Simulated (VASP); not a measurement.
# In3Sb (Pm-3m) in VASP: a series of runs

The runs below take In3Sb through single point, with BLYP, PBEsol.

All numbers are computed with VASP 6.6.1; they aren't measurements. Logs are shortened: lines on timing, memory, paths and dates and some standing lists are left out, and cuts for length are marked.

## (1) The cell of the first run

The structure is cubic, space group Pm-3m (No. 221). Conventional cell: a = 4.837 Å, b = 4.837 Å, c = 4.837 Å, α = 90.00°, β = 90.00°, γ = 90.00°. In (site symmetry 4/mmm) has 8 In at 3.42 Å and 4 Sb at 3.42 Å within 4.5 Å. Sb (site symmetry m-3m) has 12 In at 3.42 Å within 4.5 Å.

## (2) Single point, BLYP

INCAR reads:

```
SYSTEM = In3Sb
PREC = Accurate
ENCUT = 520
EDIFF = 1E-6
ISMEAR = -1
SIGMA = 0.1
LREAL = .False.
LASPH = .True.
NELM = 80
ALGO = Normal
ISIF = 2
LWAVE = .False.
LCHARG = .False.
GGA = B5
ALDAX = 1.0
AGGAX = 1.0
AGGAC = 1.0
ALDAC = 0.0
NBANDS = 30
```

KPOINTS reads:

```
Automatic mesh
0
Gamma
  4 4 4
  0 0 0
```

POSCAR reads:

```
In3Sb
1.0
    4.8369620000      0.0000000000      0.0000000000
    0.0000000000      4.8369620000      0.0000000000
    0.0000000000      0.0000000000      4.8369620000
In Sb
3 1
Direct
    0.5000000000      0.5000000000      0.0000000000
    0.5000000000      0.0000000000      0.5000000000
    0.0000000000      0.5000000000      0.5000000000
    0.0000000000      0.0000000000      0.0000000000
```

Potentials or basis: VASP PAW PBE potentials, release 64 (In_d, Sb).

Started as:

```
$ cat potpaw_PBE.64/In_d/POTCAR potpaw_PBE.64/Sb/POTCAR > POTCAR
$ mpirun -np 1 vasp_std > vasp.out
```

OUTCAR:

```text
SYSTEM = In3Sb
   PREC = Accurate
   ENCUT = 520
   EDIFF = 1E-6
   ISMEAR = -1
   LREAL = .False.
   LASPH = .True.
   NELM = 80
   ISIF = 2
   GGA = B5

 ion  position               nearest neighbor table
   1  0.500  0.500  0.000-   2 3.42   3 3.42   4 3.42   2 3.42   3 3.42   2 3.42   4 3.42   2 3.42
                             3 3.42   4 3.42   3 3.42   4 3.42
   2  0.500  0.000  0.500-   1 3.42   3 3.42   4 3.42   1 3.42   4 3.42   1 3.42   3 3.42   1 3.42
                             3 3.42   4 3.42   4 3.42   3 3.42
   3  0.000  0.500  0.500-   1 3.42   2 3.42   4 3.42   1 3.42   4 3.42   2 3.42   4 3.42   4 3.42
                             1 3.42   2 3.42   1 3.42   2 3.42
   4  0.000  0.000  0.000-   1 3.42   2 3.42   3 3.42   2 3.42   3 3.42   1 3.42   3 3.42   3 3.42
                             1 3.42   2 3.42   2 3.42   1 3.42

  LATTYP: Found a simple cubic cell.
 ALAT       =     4.8369620000

  Lattice vectors:

 A1 = (   4.8369620000,   0.0000000000,   0.0000000000)
 A2 = (   0.0000000000,   4.8369620000,   0.0000000000)
 A3 = (   0.0000000000,   0.0000000000,   4.8369620000)

Analysis of symmetry for initial positions (statically):
=====================================================================
 Subroutine PRICEL returns:
 Original cell was already a primitive cell.

 Routine SETGRP: Setting up the symmetry group for a
 simple cubic supercell.

 Subroutine GETGRP returns: Found 48 space group operations
 (whereof 48 operations were pure point group operations)
 out of a pool of 48 trial point group operations.

The static configuration has the point symmetry O_h .

Analysis of symmetry for dynamics (positions and initial velocities):
=====================================================================
 Subroutine PRICEL returns:
 Original cell was already a primitive cell.

 Routine SETGRP: Setting up the symmetry group for a
 simple cubic supercell.

 Subroutine GETGRP returns: Found 48 space group operations
 (whereof 48 operations were pure point group operations)
 out of a pool of 48 trial point group operations.

The dynamic configuration has the point symmetry O_h .

 Subroutine INISYM returns: Found 48 space group operations
 (whereof 48 operations are pure point group operations),
 and found     1 'primitive' translations

----------------------------------------------------------------------------------------
[... 80 lines left out ...]
   ENCUT  =  520.0 eV  38.22 Ry    6.18 a.u.   8.99  8.99  8.99*2*pi/ulx,y,z
   NELM   =     80;   NELMIN=  2; NELMDL= -5     # of ELM steps
   EDIFF  = 0.1E-05   stopping-criterion for ELM
   LREAL  =      F    real-space projection
   EDIFFG = 0.1E-04   stopping-criterion for IOM
   NSW    =      0    number of steps for IOM
   IBRION =     -1    ionic relax: 0-MD 1-quasi-New 2-CG
   NFREE  =      0    steps in history (QN), initial steepest desc. (CG)
   ISIF   =      2    stress and relaxation
   ISYM   =      2    0-nonsym 1-usesym 2-fastsym
   POTIM  = 0.5000    time-step for ionic-motion
   TEBEG  =    0.0;   TEEND  =   0.0 temperature during run
   PSTRESS=    0.0 pullay stress
   NELECT =      44.0000    total number of electrons
   NUPDOWN=      -1.0000    fix difference up-down
   EMIN   =  10.00;   EMAX   =-10.00  energy-range for DOS
   EFERMI =   0.00;   METHOD = LEGACY
   ISMEAR =    -1;   SIGMA  =   0.10  broadening in eV -4-tet -1-fermi 0-gaus
   EFERMI_NEDOS =   21; number of points for ismear=-14 and -15
   IALGO  =     38    algorithm
   IMIX   =      4    mixing-type and parameters
     AMIX     =   0.40;   BMIX     =  1.00
     AMIX_MAG =   1.60;   BMIX_MAG =  1.00
  volume/ion in A,a.u.               =      28.29       190.92
  Fermi-wavevector in a.u.,A,eV,Ry     =   1.194867  2.257972 19.425148  1.427708
  Thomas-Fermi vector in A             =   2.330847
   LORBIT       =      0    0 simple, 1 ext, 2 COOP (PROOUT), +10 PAW based schemes
   GGA     = B5    functional components
   LHFCALC =     F    Hartree Fock is set to
   AEXX    =    0.0000 exact exchange contribution
   IVDW    =     0    specifies the selected vdW correction
   LEPSILON=     F    determine dielectric tensor
   LRPA    =     F    only Hartree local field effects (RPA)
 non-spin polarized calculation
  energy-cutoff  :      520.00
  volume of cell :      113.17
 maximum number of plane-waves:      3112
 NGX is ok and might be reduce to    36
   NGX = 17   NGY = 17   NGZ = 17

 number of electron      43.9999994 magnetization

 Free energy of the ion-electron system (eV)
  ---------------------------------------------------
  ext. energy  EPLUGINS =         0.00000000
  ---------------------------------------------------
  free energy    TOTEN  =        -8.71061842 eV

  energy without entropy =       -8.62135194  energy(sigma->0) =       -8.66598518

 E-fermi :   7.4688     XC(G=0):  -9.3050

 val. band max:        7.4489522912   @ k =   0.2500   0.2500   0.0000
 cond. band min:       7.5659131778   @ k =   0.2500   0.0000   0.0000
 fundamental gap:      0.1169608866
 Fermi energy:         7.4687981132

 k-point     1 :       0.0000    0.0000    0.0000
  band No.  band energies     occupation
      1      -7.3828      2.00000
      2      -7.3802      2.00000
      3      -7.3802      2.00000
      4      -7.3802      2.00000
      5      -7.2404      2.00000
      6      -7.2404      2.00000
[... 319 lines left out ...]
     29      14.9932      0.00000
     30      14.9943      0.00000

------------------------ aborting loop because EDIFF is reached ----------------------------------------

  FORCE on cell =-STRESS in cart. coord.  units (eV):
  Direction    XX          YY          ZZ          XY          YZ          ZX
  --------------------------------------------------------------------------------------
  -------------------------------------------------------------------------------------
  Total        2.6620764      2.6620764      2.6620764     -0.0000000      0.0000000     -0.0000000
  in kB       37.6888664     37.6888664     37.6888664     -0.0000000      0.0000000     -0.0000000
  external PRESSURE =      37.6888664 kB  Pullay stress =       0.0000000 kB

 VOLUME and BASIS-vectors are now :
 -----------------------------------------------------------------------------
  energy-cutoff  :      520.00
  volume of cell :      113.17
      direct lattice vectors                 reciprocal lattice vectors
     4.836962000  0.000000000  0.000000000     0.206741339  0.000000000  0.000000000
     0.000000000  4.836962000  0.000000000     0.000000000  0.206741339  0.000000000
     0.000000000  0.000000000  4.836962000     0.000000000  0.000000000  0.206741339

 POSITION                                       TOTAL-FORCE (eV/Angst)
 -----------------------------------------------------------------------------------
      2.41848      2.41848      0.00000         0.000000      0.000000      0.000000
      2.41848      0.00000      2.41848         0.000000      0.000000      0.000000
      0.00000      2.41848      2.41848         0.000000      0.000000      0.000000
      0.00000      0.00000      0.00000         0.000000      0.000000      0.000000
 -----------------------------------------------------------------------------------
    total drift:                                0.000000      0.000000      0.000000

  FREE ENERGIE OF THE ION-ELECTRON SYSTEM (eV)
  ---------------------------------------------------
  free  energy   TOTEN  =        -8.7106184186 eV

  energy  without entropy=       -8.6213519379  energy(sigma->0) =       -8.66598518
```

stdout:

```text
POSCAR found type information on POSCAR InSb
 POSCAR found :  2 types and       4 ions
 scaLAPACK will be used
 -----------------------------------------------------------------------------
|                                                                             |
|                                                                             |
|     You enforced a specific xc type in the INCAR file but a different       |
|     I HOPE YOU KNOW WHAT YOU ARE DOING!                                     |
|                                                                             |
 -----------------------------------------------------------------------------

 LDA part: xc-table for (Slater(with rela. corr.)+VWN5), standard interpolation
 POSCAR, INCAR and KPOINTS ok, starting setup
 FFT: planning ... GRIDC
 FFT: planning ... GRID_SOFT
 FFT: planning ... GRID
 WAVECAR not read
 entering main loop
```

Run time: 36 s. Hardware: 1 thread of Intel Xeon Platinum 8375C at 2.90GHz (Ice Lake), shared host; peak memory 0.21 GiB.

What came out:

| Quantity | Value |
| --- | --- |
| Free energy | -8.7106 eV |
| Pressure | 3.8 GPa |
| Band gap on the k mesh | zero (bands 22 and 23 overlap by 3.22 eV) |

Caveat: the cell stands under pressure; the PAW data sets were made with another functional, which shifts forces and pressure a little; spin-orbit coupling is left out, which moves the levels of the heavy elements.

## (3) Single point, PBEsol

INCAR reads:

```
SYSTEM = In3Sb
ALGO = Normal ; EDIFF = 1E-6
ENCUT = 520 ; GGA = PS
ISIF = 2 ; ISMEAR = -1
LASPH = .True. ; LCHARG = .True.
LELF = .True. ; LREAL = .False.
LVHAR = .True. ; LWAVE = .False.
NBANDS = 30 ; NELM = 60
PREC = Accurate ; SIGMA = 0.1
```

KPOINTS reads:

```
k-points
0
Gamma
  4 4 4
  0 0 0
```

POSCAR is that of step 2.

Potentials or basis: VASP PAW PBE potentials, release 64 (In_d, Sb).

Started as:

```
$ cat potpaw_PBE.64/In_d/POTCAR potpaw_PBE.64/Sb/POTCAR > POTCAR
$ mpirun -np 1 vasp_std > vasp.out
```

It took 25 s on 1 thread of Intel Xeon Platinum 8375C at 2.90GHz (Ice Lake), shared host; peak memory 0.21 GiB.

The run converged. Its results:

```
Free energy            : -13.3445 eV
Pressure               : -3.3 GPa
Band gap on the k mesh : zero (bands 22 and 23 overlap by 3.38 eV)
```

Levels at points of the mesh, in eV from the Fermi level:
```tsv
k point	band 18	band 19	band 20	band 21	band 22	band 23	band 24	band 25	band 26	band 27
(0.00, 0.00, 0.00)	-2.95	-2.95	-2.95	-2.51	-2.51	2.12	2.12	2.12	3.69	3.69
(0.50, 0.00, 0.00)	-4.05	-1.96	-1.67	-1.67	-0.33	-0.33	0.03	0.95	4.22	4.33
(0.50, 0.50, 0.00)	-6.03	-5.81	-0.71	-0.25	0.15	0.15	1.20	1.41	1.41	1.68
(0.50, 0.50, 0.50)	-4.54	-4.54	-4.06	-4.06	-4.06	-3.24	5.09	5.09	5.09	7.66
```

Caveat: the cell stands under tension; the PAW data sets were made with another functional, which shifts forces and pressure a little; spin-orbit coupling is left out, which moves the levels of the heavy elements.
